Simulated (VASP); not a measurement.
# Al in VASP: notebook

Al is run at these levels: PBE; tasks: single point.

All numbers are computed with VASP 6.6.1; they aren't measurements. Logs are shortened: lines on timing, memory, paths and dates and some standing lists are left out, and cuts for length are marked.

## (1) The cell of the first run

Symmetry: I4/mmm, No. 139, tetragonal system. Conventional cell: a = 2.879 Å, b = 2.879 Å, c = 3.920 Å, α = 90.00°, β = 90.00°, γ = 90.00°. Within 3.7 Å of Al (site symmetry 4/mmm) lie 12 Al at 2.83 to 2.88 Å.

## (2) Single point, PBE (uniaxial strain along c: -3.0 %)

INCAR

```
SYSTEM = Al
PREC = Accurate
ENCUT = 520
EDIFF = 1E-6
ISMEAR = 0
SIGMA = 0.1
LREAL = .False.
LASPH = .True.
NELM = 80
ALGO = Normal
ISIF = 2
LWAVE = .False.
LCHARG = .False.
GGA = PE
NBANDS = 10
```

KPOINTS

```
regular mesh
0
Gamma
  18 18 14
  0 0 0
```

POSCAR

```
Al
1.0
    2.0359665391      2.0359665391      0.0000000000
   -2.0359665391      2.0359665391      0.0000000000
    0.0000000000      0.0000000000      3.9203722937
Al
2
Direct
    0.0000000000      0.0000000000      0.0000000000
    0.5000000000      0.5000000000      0.5000000000
```

Potentials or basis: VASP PAW PBE potentials, release 64 (Al).

On the command line:

```bash
$ cat potpaw_PBE.64/Al/POTCAR > POTCAR
$ mpirun -np 1 vasp_std > vasp.out
```

OUTCAR:

```text
SYSTEM = Al
   PREC = Accurate
   ENCUT = 520
   EDIFF = 1E-6
   ISMEAR = 0
   LREAL = .False.
   LASPH = .True.
   NELM = 80
   ISIF = 2
   GGA = PE

 ion  position               nearest neighbor table
   1  0.000  0.000  0.000-   2 2.83   2 2.83   2 2.83   2 2.83   2 2.83   2 2.83   2 2.83   2 2.83

   2  0.500  0.500  0.500-   1 2.83   1 2.83   1 2.83   1 2.83   1 2.83   1 2.83   1 2.83   1 2.83

  LATTYP: Found a simple tetragonal cell.
 ALAT       =     2.8792914921
 C/A-ratio  =     1.3615753405

  Lattice vectors:

 A1 = (   2.0359665391,   2.0359665391,   0.0000000000)
 A2 = (  -2.0359665391,   2.0359665391,   0.0000000000)
 A3 = (   0.0000000000,   0.0000000000,   3.9203722937)

Analysis of symmetry for initial positions (statically):
=====================================================================
 Subroutine PRICEL returns following result:

  LATTYP: Found a body centered tetragonal cell.
 ALAT       =     2.8792914921
 C/A-ratio  =     1.3615753405

  Lattice vectors:

 A1 = (   0.0000000000,  -2.0359665391,  -1.9601861468)
 A2 = (   0.0000000000,   2.0359665391,  -1.9601861469)
 A3 = (   2.0359665391,   0.0000000000,   1.9601861468)

   2 primitive cells build up your supercell.

 Routine SETGRP: Setting up the symmetry group for a
 simple tetragonal supercell.

 Subroutine GETGRP returns: Found 16 space group operations
 (whereof 16 operations were pure point group operations)
 out of a pool of 16 trial point group operations.

The static configuration has the point symmetry D_4h.

Analysis of symmetry for dynamics (positions and initial velocities):
=====================================================================
 Subroutine PRICEL returns following result:

  LATTYP: Found a body centered tetragonal cell.
 ALAT       =     2.8792914921
 C/A-ratio  =     1.3615753405

  Lattice vectors:

 A1 = (   0.0000000000,  -2.0359665391,  -1.9601861468)
 A2 = (   0.0000000000,   2.0359665391,  -1.9601861469)
 A3 = (   2.0359665391,   0.0000000000,   1.9601861468)

   2 primitive cells build up your supercell.

 Routine SETGRP: Setting up the symmetry group for a
 simple tetragonal supercell.

 Subroutine GETGRP returns: Found 16 space group operations
 (whereof 16 operations were pure point group operations)
 out of a pool of 16 trial point group operations.

The dynamic configuration has the point symmetry D_4h.

 Subroutine INISYM returns: Found 16 space group operations
 (whereof 16 operations are pure point group operations),
 and found     2 'primitive' translations

----------------------------------------------------------------------------------------

                                     Primitive cell

  volume of cell :      16.2506

  direct lattice vectors                    reciprocal lattice vectors
     0.000000000 -2.035966539 -1.960186147     0.245583604 -0.245583604 -0.255077815
     0.000000000  2.035966539 -1.960186147     0.245583604  0.245583604 -0.255077815
     2.035966539  0.000000000  1.960186147     0.491167208  0.000000000  0.000000000

  length of vectors
     2.826214691  2.826214691  2.826214691     0.430914498  0.430914498  0.491167208

  position of ions in fractional coordinates (direct lattice)
     0.000000000  0.000000000  0.000000000

  ion indices of the primitive-cell ions
   primitive index   ion index
                 1           1

----------------------------------------------------------------------------------------

 KPOINTS: regular mesh

Automatic generation of k-mesh.
 Grid dimensions read from file:
 generate k-points for:   18   18   14

 Generating k-lattice:

  Cartesian coordinates                     Fractional coordinates (reciprocal lattice)
     0.013643534  0.013643534  0.000000000     0.055555556  0.000000000  0.000000000
    -0.013643534  0.013643534  0.000000000     0.000000000  0.055555556  0.000000000
     0.000000000  0.000000000  0.018219844     0.000000000  0.000000000  0.071428571

  Length of vectors
     0.019294870  0.019294870  0.018219844

  Shift w.r.t. Gamma in fractional coordinates (k-lattice)
     0.000000000  0.000000000  0.000000000

 Subroutine IBZKPT returns following result:
 ===========================================

 Found    440 irreducible k-points:

 Following reciprocal coordinates:
            Coordinates               Weight
  0.000000  0.000000  0.000000      1.000000
  0.055556  0.000000  0.000000      4.000000
  0.111111  0.000000  0.000000      4.000000
  0.166667  0.000000  0.000000      4.000000
  0.222222  0.000000  0.000000      4.000000
  0.277778  0.000000  0.000000      4.000000
[... 16 lines left out ...]
  0.277778  0.111111  0.000000      8.000000
  0.333333  0.111111  0.000000      8.000000
 [... further k-points ...]
   k-points           NKPTS =    440   k-points in BZ     NKDIM =    440   number of bands    NBANDS=     10
   number of dos      NEDOS =    301   number of ions     NIONS =      2
   total plane-waves  NPLWV =  17280
   dimension x,y,z NGX =    24 NGY =   24 NGZ =   30
   dimension x,y,z NGXF=    48 NGYF=   48 NGZF=   60
   ions per type =               2
   NGX,Y,Z   is equivalent  to a cutoff of  13.86, 13.86, 12.72 a.u.
   NGXF,Y,Z  is equivalent  to a cutoff of  27.71, 27.71, 25.44 a.u.
 SYSTEM =  Al
   PREC   = accura    normal or accurate (medium, high low for compatibility)
   ISTART =      0    job   : 0-new  1-cont  2-samecut
   ICHARG =      2    charge: 1-file 2-atom 10-const
   ISPIN  =      1    spin polarized calculation?
   LNONCOLLINEAR =      F non collinear calculations
   LSORBIT =      F    spin-orbit coupling
   LASPH  =      T    aspherical Exc in radial PAW
   ENCUT  =  520.0 eV  38.22 Ry    6.18 a.u.   5.35  5.35  7.29*2*pi/ulx,y,z
   NELM   =     80;   NELMIN=  2; NELMDL= -5     # of ELM steps
   EDIFF  = 0.1E-05   stopping-criterion for ELM
   LREAL  =      F    real-space projection
   EDIFFG = 0.1E-04   stopping-criterion for IOM
   NSW    =      0    number of steps for IOM
   IBRION =     -1    ionic relax: 0-MD 1-quasi-New 2-CG
   NFREE  =      0    steps in history (QN), initial steepest desc. (CG)
   ISIF   =      2    stress and relaxation
   ISYM   =      2    0-nonsym 1-usesym 2-fastsym
   POTIM  = 0.5000    time-step for ionic-motion
   TEBEG  =    0.0;   TEEND  =   0.0 temperature during run
   PSTRESS=    0.0 pullay stress
   NELECT =       6.0000    total number of electrons
   NUPDOWN=      -1.0000    fix difference up-down
   EMIN   =  10.00;   EMAX   =-10.00  energy-range for DOS
   EFERMI =   0.00;   METHOD = LEGACY
   ISMEAR =     0;   SIGMA  =   0.10  broadening in eV -4-tet -1-fermi 0-gaus
   EFERMI_NEDOS =   21; number of points for ismear=-14 and -15
   IALGO  =     38    algorithm
   IMIX   =      4    mixing-type and parameters
     AMIX     =   0.40;   BMIX     =  1.00
     AMIX_MAG =   1.60;   BMIX_MAG =  1.00
  volume/ion in A,a.u.               =      16.25       109.66
  Fermi-wavevector in a.u.,A,eV,Ry     =   0.932164  1.761535 11.822510  0.868930
  Thomas-Fermi vector in A             =   2.058733
   LORBIT       =      0    0 simple, 1 ext, 2 COOP (PROOUT), +10 PAW based schemes
   GGA     = PE    functional components
   LHFCALC =     F    Hartree Fock is set to
   AEXX    =    0.0000 exact exchange contribution
   IVDW    =     0    specifies the selected vdW correction
   LEPSILON=     F    determine dielectric tensor
   LRPA    =     F    only Hartree local field effects (RPA)
 non-spin polarized calculation
 Gauss-broadening in eV      SIGMA  =   0.10
  energy-cutoff  :      520.00
  volume of cell :       32.50
 maximum number of plane-waves:       896
 NGX is ok and might be reduce to    24
   NGX = 11   NGY = 11   NGZ = 15

 number of electron       6.0000000 magnetization

 Free energy of the ion-electron system (eV)
  ---------------------------------------------------
  ext. energy  EPLUGINS =         0.00000000
  ---------------------------------------------------
  free energy    TOTEN  =        -7.48545131 eV

  energy without entropy =       -7.48107853  energy(sigma->0) =       -7.48326492

 E-fermi :   8.1638     XC(G=0): -10.2518

 val. band max:        8.1568273974   @ k =   0.4444   0.0000   0.0714
 cond. band min:       8.1931596787   @ k =   0.4444   0.3333   0.0714
 fundamental gap:      0.0363322813
 Fermi energy:         8.1637819570

 k-point     1 :       0.0000    0.0000    0.0000
  band No.  band energies     occupation
      1      -3.0800      2.00000
      2       5.5845      2.00000
      3       7.0836      2.00000
      4      13.1324      0.00000
      5      13.3620      0.00000
      6      13.3620      0.00000
      7      16.9045      0.00000
      8      20.7462      0.00000
      9      20.7462      0.00000
     10      21.1555      0.00000

 k-point     2 :       0.0556    0.0000    0.0000
  band No.  band energies     occupation
      1      -3.0249      2.00000
      2       5.6347      2.00000
      3       7.1359      2.00000
      4      11.8344      0.00000
      5      13.4092      0.00000
      6      14.3000      0.00000
      7      17.4033      0.00000
      8      19.8461      0.00000
      9      20.4800      0.00000
     10      20.8000      0.00000

 k-point     3 :       0.1111    0.0000    0.0000
  band No.  band energies     occupation
      1      -2.8597      2.00000
      2       5.7851      2.00000
      3       7.2900      2.00000
      4      10.3254      0.00000
      5      13.5506      0.00000
      6      14.9062      0.00000
      7      18.3789      0.00000
      8      18.7230      0.00000
      9      19.3405      0.00000
     10      20.9611      0.00000
[... 248 lines left out ...]
 k-point    23 :       0.2778    0.1111    0.0000
  band No.  band energies     occupation
      1      -1.4906      2.00000
      2       6.1058      2.00000
      3       7.0407      2.00000
      4       8.6769      0.00000
      5      11.9408      0.00000
      6      14.3020      0.00000
      7      15.7704      0.00000
      8      18.9715      0.00000
      9      19.2627      0.00000
     10      19.6761      0.00000

 k-point    24 :       0.3333    0.1111    0.0000
  band No.  band energies     occupation
      1      -0.8924      2.00000
      2       4.8336      2.00000
      3       7.5941      2.00000
      4       9.2480      0.00000
      5      12.4776      0.00000
      6      13.0433      0.00000
      7      14.6390      0.00000
      8      17.7726      0.00000
      9      19.8453      0.00000
     10      20.2400      0.00000

 [... further k-points ...]
[... 5 lines left out ...]
  --------------------------------------------------------------------------------------
  -------------------------------------------------------------------------------------
  Total        0.1554718      0.1554718      0.4796961      0.0000000      0.0000000      0.0000000
  in kB        7.6641441      7.6641441     23.6471156      0.0000000      0.0000000      0.0000000
  external PRESSURE =      12.9918013 kB  Pullay stress =       0.0000000 kB

 VOLUME and BASIS-vectors are now :
 -----------------------------------------------------------------------------
  energy-cutoff  :      520.00
  volume of cell :       32.50
      direct lattice vectors                 reciprocal lattice vectors
     2.035966539  2.035966539  0.000000000     0.245583604  0.245583604  0.000000000
    -2.035966539  2.035966539  0.000000000    -0.245583604  0.245583604  0.000000000
     0.000000000  0.000000000  3.920372294     0.000000000  0.000000000  0.255077815

 POSITION                                       TOTAL-FORCE (eV/Angst)
 -----------------------------------------------------------------------------------
      0.00000      0.00000      0.00000         0.000000     -0.000000      0.000000
      0.00000      2.03597      1.96019        -0.000000      0.000000      0.000000
 -----------------------------------------------------------------------------------
    total drift:                               -0.000000      0.000000     -0.000000

  FREE ENERGIE OF THE ION-ELECTRON SYSTEM (eV)
  ---------------------------------------------------
  free  energy   TOTEN  =        -7.4854513069 eV

  energy  without entropy=       -7.4810785347  energy(sigma->0) =       -7.48326492
```

Wall time 28 s (1 thread of Intel Xeon 6975P-C (Granite Rapids), shared host); peak memory 0.22 GiB.

Results:

```
Free energy            : -7.4855 eV
Pressure               : 1.3 GPa
Band gap on the k mesh : zero (band 3 reaches 15.41 eV, above the bottom of band 4 at 3.77 eV)
```

Stress tensor (GPa, compression positive):
```
0.77 0.00 0.00
0.00 0.77 0.00
0.00 0.00 2.36
```

Caveat: the cell differs from its parent crystal (uniaxial strain along c: -3.0 %).

## (3) Single point, PBE (uniaxial strain along c: -1.5 %)

INCAR

```
SYSTEM = Al
ALGO = Normal
EDIFF = 1E-6
ENCUT = 520
GGA = PE
ISIF = 2
ISMEAR = 0
LASPH = .TRUE.
LCHARG = .FALSE.
LREAL = .FALSE.
LWAVE = .FALSE.
NBANDS = 10
NELM = 60
PREC = Accurate
SIGMA = 0.1
```

KPOINTS

```
k-points
0
G
  18 18 14
  0 0 0
```

POSCAR

```
Al
1.0
    2.0283884999      2.0283884999      0.0000000000
   -2.0283884999      2.0283884999      0.0000000000
    0.0000000000      0.0000000000      3.9809966076
Al
2
Direct
    0.0000000000      0.0000000000      0.0000000000
    0.5000000000      0.5000000000      0.5000000000
```

Potentials or basis: VASP PAW PBE potentials, release 64 (Al).

On the command line:

```bash
$ cat potpaw_PBE.64/Al/POTCAR > POTCAR
$ mpirun -np 1 vasp_std > vasp.out
```

OUTCAR:

```text
SYSTEM = Al
   EDIFF = 1E-6
   ENCUT = 520
   GGA = PE
   ISIF = 2
   ISMEAR = 0
   LASPH = .TRUE.
   LREAL = .FALSE.
   NELM = 60
   PREC = Accurate

 ion  position               nearest neighbor table
   1  0.000  0.000  0.000-   2 2.84   2 2.84   2 2.84   2 2.84   2 2.84   2 2.84   2 2.84   2 2.84

   2  0.500  0.500  0.500-   1 2.84   1 2.84   1 2.84   1 2.84   1 2.84   1 2.84   1 2.84   1 2.84

  LATTYP: Found a simple tetragonal cell.
 ALAT       =     2.8685745263
 C/A-ratio  =     1.3877961235

  Lattice vectors:

 A1 = (   2.0283884999,   2.0283884999,   0.0000000000)
 A2 = (  -2.0283884999,   2.0283884999,   0.0000000000)
 A3 = (   0.0000000000,   0.0000000000,   3.9809966076)

Analysis of symmetry for initial positions (statically):
=====================================================================
 Subroutine PRICEL returns following result:

  LATTYP: Found a body centered tetragonal cell.
 ALAT       =     2.8685745263
 C/A-ratio  =     1.3877961235

  Lattice vectors:

 A1 = (   0.0000000000,  -2.0283884999,  -1.9904983038)
 A2 = (   0.0000000000,   2.0283884999,  -1.9904983038)
 A3 = (   2.0283884999,   0.0000000000,   1.9904983038)

[... 184 lines left out ...]
 cond. band min:       8.0777715573   @ k =   0.5000   0.2778   0.2143
 fundamental gap:      0.0253181065
 Fermi energy:         8.0661622490

 k-point     1 :       0.0000    0.0000    0.0000
  band No.  band energies     occupation
      1      -3.1083      2.00000
      2       5.3216      2.00000
      3       6.7355      2.00000
      4      13.1929      0.00000
      5      13.4749      0.00000
      6      13.4749      0.00000
      7      16.9808      0.00000
      8      20.6734      0.00000
      9      20.6734      0.00000
     10      20.8779      0.00000
[... 287 lines left out ...]
 k-point    24 :       0.3333    0.1111    0.0000
  band No.  band energies     occupation
      1      -0.9044      2.00000
      2       4.8639      2.00000
      3       7.3522      2.00000
      4       8.9162      0.00000
      5      12.5561      0.00000
      6      12.8578      0.00000
      7      14.3365      0.00000
      8      17.8937      0.00000
      9      19.9665      0.00000
     10      20.1282      0.00000

 [... further k-points ...]
[... 5 lines left out ...]
  --------------------------------------------------------------------------------------
  -------------------------------------------------------------------------------------
  Total        0.0120854      0.0120854      0.2966851      0.0000000      0.0000000      0.0000000
  in kB        0.5910815      0.5910815     14.5104938      0.0000000      0.0000000      0.0000000
  external PRESSURE =       5.2308856 kB  Pullay stress =       0.0000000 kB

 VOLUME and BASIS-vectors are now :
 -----------------------------------------------------------------------------
  energy-cutoff  :      520.00
  volume of cell :       32.76
      direct lattice vectors                 reciprocal lattice vectors
     2.028388500  2.028388500  0.000000000     0.246501102  0.246501102  0.000000000
    -2.028388500  2.028388500  0.000000000    -0.246501102  0.246501102  0.000000000
     0.000000000  0.000000000  3.980996608     0.000000000  0.000000000  0.251193382

 POSITION                                       TOTAL-FORCE (eV/Angst)
 -----------------------------------------------------------------------------------
      0.00000      0.00000      0.00000         0.000000     -0.000000     -0.000000
      0.00000      2.02839      1.99050        -0.000000      0.000000      0.000000
 -----------------------------------------------------------------------------------
    total drift:                               -0.000000      0.000000     -0.000000

  FREE ENERGIE OF THE ION-ELECTRON SYSTEM (eV)
  ---------------------------------------------------
  free  energy   TOTEN  =        -7.4909800648 eV

  energy  without entropy=       -7.4867796517  energy(sigma->0) =       -7.48887986
```

Run time: 29 s. Hardware: 1 thread of Intel Xeon 6975P-C (Granite Rapids), shared host; peak memory 0.23 GiB.

Results:

| Item | Value |
| --- | --- |
| Free energy | -7.4910 eV |
| Pressure | 0.5 GPa |
| Band gap on the k mesh | zero (band 3 reaches 15.46 eV, above the bottom of band 4 at 3.69 eV) |

Caveat: the cell differs from its parent crystal (uniaxial strain along c: -1.5 %).

## (4) Single point, PBE (uniaxial strain along c: -1.5 %, then relaxed in part)

INCAR

```
PREC = Accurate
ENCUT = 520
EDIFF = 1E-6
ISMEAR = 0
SIGMA = 0.1
LREAL = F
LASPH = T
NELM = 60
ALGO = Fast
ISIF = 2
LWAVE = F
LCHARG = F
GGA = PE
NBANDS = 10
```

KPOINTS

```
Automatic mesh
0
Gamma
  18 18 14
```

POSCAR

```
Al
1.0
    2.0296209330      2.0296209330      0.0000000000
   -2.0296209330      2.0296209330      0.0000000000
    0.0000000000      0.0000000000      3.9809966076
Al
2
Direct
    0.0000000000      0.0000000000      0.0000000000
    0.5000000000      0.5000000000      0.5000000000
```

On the command line:

```bash
$ cat potpaw_PBE.64/Al/POTCAR > POTCAR
$ mpirun -np 1 vasp_std > vasp.out
```

Run time: 33 s. Hardware: 1 thread of Intel Xeon 6975P-C (Granite Rapids), shared host; peak memory 0.23 GiB.

It converged, with:

| Property | Result |
| --- | --- |
| Free energy | -7.4910 eV |
| Pressure | 0.4 GPa |
| Band gap on the k mesh | zero (band 3 reaches 15.43 eV, above the bottom of band 4 at 3.68 eV) |

Stress tensor (GPa, compression positive):
```
-0.04  0.00  0.00
 0.00 -0.04  0.00
 0.00  0.00  1.36
```

Levels at points of the mesh, in eV from the Fermi level:
| k point | band 1 | band 2 | band 3 | band 4 | band 5 | band 6 |
| --- | --- | --- | --- | --- | --- | --- |
| (0.00, 0.00, 0.00) | -11.17 | -2.74 | -1.32 | 5.12 | 5.40 | 5.40 |
| (0.50, 0.00, 0.00) | -6.74 | -6.74 | 1.38 | 1.38 | 3.00 | 3.00 |
| (0.50, 0.50, 0.00) | -3.02 | -3.02 | -1.72 | -1.72 | 5.35 | 5.35 |
| (0.00, 0.00, 0.50) | -8.85 | -8.85 | 7.38 | 7.38 | 7.38 | 7.38 |
| (0.50, 0.00, 0.50) | -4.61 | -4.61 | -4.38 | -4.38 | 11.25 | 11.25 |
| (0.50, 0.50, 0.50) | -0.88 | -0.88 | -0.88 | -0.88 | 0.09 | 0.09 |

Caveat: the cell differs from its parent crystal (uniaxial strain along c: -1.5 %, then relaxed in part).

[end of part 1 of 2]
